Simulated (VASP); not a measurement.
# Cd (P3_121) in VASP: relaxation of cell and atoms with PBEsol

Aim: the relaxation of cell and atoms of Cd with PBEsol.

Program: VASP 6.6.1. These are calculated values, not measurements. Logs are shortened: lines on timing, memory, paths and dates and some standing lists are left out, and cuts for length are marked.

**1. The cell of the first run**

It takes space group P3_121 (No. 152, trigonal). Conventional cell: a = 4.067 Å, b = 4.067 Å, c = 4.615 Å, α = 90.00°, β = 90.00°, γ = 120.00°. Within 2.9 Å of Cd (site symmetry 2) lie 2 Cd at 2.21 Å.

**2. Relaxation of cell and atoms, PBEsol**

INCAR reads:

```
PREC     = Accurate       # precision mode
ENCUT    = 600            # plane-wave cutoff, eV
EDIFF    = 1E-6           # SCF threshold, eV
ISMEAR   = 0              # smearing method
SIGMA    = 0.1            # smearing width, eV
LREAL    = F              # projectors in reciprocal space
LASPH    = T              # aspherical terms in the spheres
NELM     = 100            # most SCF steps
ALGO     = Fast           # electronic algorithm
ISIF     = 3              # what is computed and relaxed
LWAVE    = F              # write WAVECAR
LCHARG   = F              # write CHGCAR
GGA      = PS             # functional
IBRION   = 2              # ionic algorithm
NSW      = 90             # ionic steps
EDIFFG   = -0.04          # ionic threshold
```

KPOINTS reads:

```
Automatic mesh
0
Gamma
  6 6 4
```

POSCAR reads:

```
Cd
1.0
    4.0674283230      0.0000000000      0.0000000000
   -2.0337141616      3.5224962558      0.0000000000
    0.0000000000      0.0000000000      4.6146335891
Cd
3
Direct
    0.2254000000      0.0000000000      0.3333333333
    0.0000000000      0.2254000000      0.6666666667
    0.7746000000      0.7746000000      0.0000000000
```

Potentials or basis: VASP PAW PBE potentials, release 64 (Cd).

Started as:

```bash
> cat potpaw_PBE.64/Cd/POTCAR > POTCAR
> mpirun -np 1 vasp_std > vasp.out
```

OUTCAR:

```text
PREC = Accurate
   ENCUT = 600
   EDIFF = 1E-6
   ISMEAR = 0
   LREAL = F
   LASPH = T
   NELM = 100
   ISIF = 3
   GGA = PS
   IBRION = 2
   NSW = 90
   EDIFFG = -0.04

 ion  position               nearest neighbor table
   1  0.225  0.000  0.333-   3 2.21   2 2.21   3 3.20   3 3.20   2 3.20   2 3.20   2 3.46   3 3.46

   2  0.000  0.225  0.667-   3 2.21   1 2.21   3 3.20   3 3.20   1 3.20   1 3.20   1 3.46   3 3.46

   3  0.775  0.775  0.000-   1 2.21   2 2.21   2 3.20   1 3.20   1 3.20   2 3.20   1 3.46   2 3.46

  LATTYP: Found a hexagonal cell.
 ALAT       =     4.0674283230
 C/A-ratio  =     1.1345334749

  Lattice vectors:

 A1 = (   4.0674283230,   0.0000000000,   0.0000000000)
 A2 = (  -2.0337141616,   3.5224962558,   0.0000000000)
 A3 = (   0.0000000000,   0.0000000000,   4.6146335891)

Analysis of symmetry for initial positions (statically):
=====================================================================
 Subroutine PRICEL returns:
 Original cell was already a primitive cell.

 Routine SETGRP: Setting up the symmetry group for a
 hexagonal supercell.

 Subroutine GETGRP returns: Found  6 space group operations
 (whereof  2 operations were pure point group operations)
 out of a pool of 24 trial point group operations.

The static configuration has the point symmetry C_2 .
 The point group associated with its full space group is D_3 .

Analysis of symmetry for dynamics (positions and initial velocities):
=====================================================================
 Subroutine PRICEL returns:
 Original cell was already a primitive cell.

 Routine SETGRP: Setting up the symmetry group for a
 hexagonal supercell.

 Subroutine GETGRP returns: Found  6 space group operations
 (whereof  2 operations were pure point group operations)
 out of a pool of 24 trial point group operations.

The dynamic configuration has the point symmetry C_2 .
 The point group associated with its full space group is D_3 .

 Subroutine INISYM returns: Found  6 space group operations
 (whereof  2 operations are pure point group operations),
 and found     1 'primitive' translations

----------------------------------------------------------------------------------------

                                     Primitive cell

  volume of cell :      66.1162

  direct lattice vectors                    reciprocal lattice vectors
     4.067428323  0.000000000  0.000000000     0.245855592  0.141944792  0.000000000
    -2.033714162  3.522496256  0.000000000     0.000000000  0.283889585  0.000000000
     0.000000000  0.000000000  4.614633589     0.000000000  0.000000000  0.216701929

  length of vectors
     4.067428323  4.067428323  4.614633589     0.283889585  0.283889585  0.216701929

  position of ions in fractional coordinates (direct lattice)
     0.225400000  0.000000000  0.333333333
     0.000000000  0.225400000  0.666666667
     0.774600000  0.774600000  0.000000000

  ion indices of the primitive-cell ions
   primitive index   ion index
                 1           1
                 2           2
                 3           3

----------------------------------------------------------------------------------------

 KPOINTS: Automatic mesh

Automatic generation of k-mesh.
 Grid dimensions read from file:
 generate k-points for:    6    6    4

 Generating k-lattice:

  Cartesian coordinates                     Fractional coordinates (reciprocal lattice)
     0.040975932  0.023657465  0.000000000     0.166666667  0.000000000  0.000000000
     0.000000000  0.047314931  0.000000000     0.000000000  0.166666667  0.000000000
     0.000000000  0.000000000  0.054175482     0.000000000  0.000000000  0.250000000

  Length of vectors
     0.047314931  0.047314931  0.054175482

  Shift w.r.t. Gamma in fractional coordinates (k-lattice)
     0.000000000  0.000000000  0.000000000

 Subroutine IBZKPT returns following result:
 ===========================================

 Found     24 irreducible k-points:

 Following reciprocal coordinates:
            Coordinates               Weight
  0.000000  0.000000  0.000000      1.000000
  0.166667  0.000000  0.000000      6.000000
  0.333333 -0.000000  0.000000      6.000000
  0.500000  0.000000  0.000000      3.000000
  0.166667  0.166667  0.000000      6.000000
  0.333333  0.166667  0.000000     12.000000
[... 16 lines left out ...]
  0.333333  0.166667  0.500000     12.000000
  0.333333  0.333333  0.500000      2.000000
   k-points           NKPTS =     24   k-points in BZ     NKDIM =     24   number of bands    NBANDS=     22
   number of dos      NEDOS =    301   number of ions     NIONS =      3
   total plane-waves  NPLWV =  40960
   dimension x,y,z NGX =    32 NGY =   32 NGZ =   40
   dimension x,y,z NGXF=    64 NGYF=   64 NGZF=   80
   ions per type =               3
   NGX,Y,Z   is equivalent  to a cutoff of  13.08, 13.08, 14.41 a.u.
   NGXF,Y,Z  is equivalent  to a cutoff of  26.16, 26.16, 28.82 a.u.
 SYSTEM =  unknown system
   PREC   = accura    normal or accurate (medium, high low for compatibility)
   ISTART =      0    job   : 0-new  1-cont  2-samecut
   ICHARG =      2    charge: 1-file 2-atom 10-const
   ISPIN  =      1    spin polarized calculation?
   LNONCOLLINEAR =      F non collinear calculations
   LSORBIT =      F    spin-orbit coupling
   LASPH  =      T    aspherical Exc in radial PAW
   ENCUT  =  600.0 eV  44.10 Ry    6.64 a.u.   8.12  8.12  9.22*2*pi/ulx,y,z
   NELM   =    100;   NELMIN=  2; NELMDL= -5     # of ELM steps
   EDIFF  = 0.1E-05   stopping-criterion for ELM
   LREAL  =      F    real-space projection
   EDIFFG = -.4E-01   stopping-criterion for IOM
   NSW    =     90    number of steps for IOM
   IBRION =      2    ionic relax: 0-MD 1-quasi-New 2-CG
   NFREE  =      1    steps in history (QN), initial steepest desc. (CG)
   ISIF   =      3    stress and relaxation
   ISYM   =      2    0-nonsym 1-usesym 2-fastsym
   POTIM  = 0.5000    time-step for ionic-motion
   TEBEG  =    0.0;   TEEND  =   0.0 temperature during run
   PSTRESS=    0.0 pullay stress
   NELECT =      36.0000    total number of electrons
   NUPDOWN=      -1.0000    fix difference up-down
   EMIN   =  10.00;   EMAX   =-10.00  energy-range for DOS
   EFERMI =   0.00;   METHOD = LEGACY
   ISMEAR =     0;   SIGMA  =   0.10  broadening in eV -4-tet -1-fermi 0-gaus
   EFERMI_NEDOS =   21; number of points for ismear=-14 and -15
   IALGO  =     68    algorithm
   IMIX   =      4    mixing-type and parameters
     AMIX     =   0.40;   BMIX     =  1.00
     AMIX_MAG =   1.60;   BMIX_MAG =  1.00
  volume/ion in A,a.u.               =      22.04       148.72
  Fermi-wavevector in a.u.,A,eV,Ry     =   1.336821  2.526225 24.314824  1.787089
  Thomas-Fermi vector in A             =   2.465417
   LORBIT       =      0    0 simple, 1 ext, 2 COOP (PROOUT), +10 PAW based schemes
   GGA     = PS    functional components
   LHFCALC =     F    Hartree Fock is set to
   AEXX    =    0.0000 exact exchange contribution
   IVDW    =     0    specifies the selected vdW correction
   LEPSILON=     F    determine dielectric tensor
   LRPA    =     F    only Hartree local field effects (RPA)
 conjugate gradient relaxation of ions
 non-spin polarized calculation
 RMM-DIIS sequential band-by-band and
 Gauss-broadening in eV      SIGMA  =   0.10
  energy-cutoff  :      600.00
  volume of cell :       66.12
 maximum number of plane-waves:      2226
   NGX = 17   NGY = 17   NGZ = 19

--------------------------------------- Ionic step        1  -------------------------------------------

 number of electron      35.9999999 magnetization

 Free energy of the ion-electron system (eV)
  ---------------------------------------------------
  ext. energy  EPLUGINS =         0.00000000
  ---------------------------------------------------
  free energy    TOTEN  =         1.43170158 eV

  energy without entropy =        1.43981912  energy(sigma->0) =        1.43576035

------------------------ aborting loop because EDIFF is reached ----------------------------------------

  FORCE on cell =-STRESS in cart. coord.  units (eV):
  Direction    XX          YY          ZZ          XY          YZ          ZX
  --------------------------------------------------------------------------------------
  -------------------------------------------------------------------------------------
  Total       12.0299517     12.0299517     22.5945102     -0.0000000     -0.0000000      0.0000000
  in kB      291.5189528    291.5189528    547.5273802     -0.0000000     -0.0000000      0.0000000
  external PRESSURE =     376.8550953 kB  Pullay stress =       0.0000000 kB
[... 24 lines left out ...]
--------------------------------------- Ionic step        2  -------------------------------------------

 number of electron      35.9999989 magnetization

------------------------ aborting loop EDIFF was not reached (unconverged)  ----------------------------

  FORCE on cell =-STRESS in cart. coord.  units (eV):
  Direction    XX          YY          ZZ          XY          YZ          ZX
  --------------------------------------------------------------------------------------
  -------------------------------------------------------------------------------------
  Total       -3.0287415     -3.0287415     -3.2648069      0.0000000      0.0000000      0.0000000
  in kB      -37.7964423    -37.7964423    -40.7423629      0.0000000      0.0000000      0.0000000
  external PRESSURE =     -38.7784159 kB  Pullay stress =       0.0000000 kB
[... 1272 lines left out ...]
     21       0.4171      2.00000
     22       9.9665      0.00000

[... ionic steps 4 to 12 ...]

--------------------------------------- Ionic step       13  -------------------------------------------

 number of electron      36.0000003 magnetization

------------------------ aborting loop because EDIFF is reached ----------------------------------------
[... 69 lines left out ...]
--------------------------------------- Ionic step       15  -------------------------------------------

 number of electron      36.0000002 magnetization

 Free energy of the ion-electron system (eV)
  ---------------------------------------------------
  ext. energy  EPLUGINS =         0.00000000
  ---------------------------------------------------
  free energy    TOTEN  =        -3.14328811 eV

  energy without entropy =       -3.13876553  energy(sigma->0) =       -3.14102682

 E-fermi :   1.8833     XC(G=0): -10.5251

 val. band max:        1.8226159077   @ k =   0.3333  -0.0000   0.5000
 cond. band min:       2.0330347609   @ k =   0.0000   0.0000   0.2500
 fundamental gap:      0.2104188532
 Fermi energy:         1.8833339692
[... 628 lines left out ...]
  FREE ENERGIE OF THE ION-ELECTRON SYSTEM (eV)
  ---------------------------------------------------
  free  energy   TOTEN  =        -3.1432881128 eV

  energy  without entropy=       -3.1387655331  energy(sigma->0) =       -3.14102682

 reached required accuracy - stopping structural energy minimisation
```

Wall time 6.3 min (1 thread of AMD EPYC 9R45 (Zen 5), shared host); peak memory 0.19 GiB.

Results:

* Free energy: -3.1433 eV
* Relaxed volume: 24.33 Å³/atom
* Relaxed cell: a = 3.862 Å, b = 3.862 Å, c = 5.651 Å, α = 90.00°, β = 90.00°, γ = 120.00°
* Space group after relaxing (to 0.1 Å): R-3m (No. 166)
* Pressure after relaxing: -0.1 GPa
* Largest force after relaxing: 0.037 eV/Å
* Band gap on the k mesh: zero (bands 18 and 19 overlap by 5.11 eV)

Forces in eV/Å, atoms in the order of the input:
```
Cd   0.037  0.000  0.000
Cd  -0.018  0.032  0.000
Cd  -0.018 -0.032  0.000
```

Final structure:
```
Cd
1.0
     3.86225    0.00000    0.00000
    -1.93112    3.34480    0.00000
     0.00000    0.00000    5.65059
Cd
3
Direct
  0.33077 0.00000 0.33333
  0.00000 0.33077 0.66667
  0.66923 0.66923 0.00000
```

Levels at points of the mesh, in eV from the Fermi level:
```tsv
k point	band 14	band 15	band 16	band 17	band 18	band 19	band 20	band 21	band 22
(0.00, 0.00, 0.00)	-8.19	-8.19	-8.00	-2.70	-2.70	6.40	6.44	6.44	6.48
(0.50, 0.00, 0.00)	-8.44	-7.75	-4.14	-4.12	0.26	1.60	1.63	1.92	2.18
(0.00, 0.00, 0.50)	-7.74	-7.74	-6.75	-6.75	2.41	5.93	5.93	8.19	8.23
(0.50, 0.00, 0.50)	-8.30	-8.15	-2.88	-2.87	-2.62	-2.42	4.02	4.02	5.75
```

Caveat: a cell axis changed by over 15 % at a fixed basis, so the end point is rough; the PAW data sets were made with another functional, which shifts forces and pressure a little.

The gap in the log of VASP goes by the Fermi energy; the results here count the filled bands.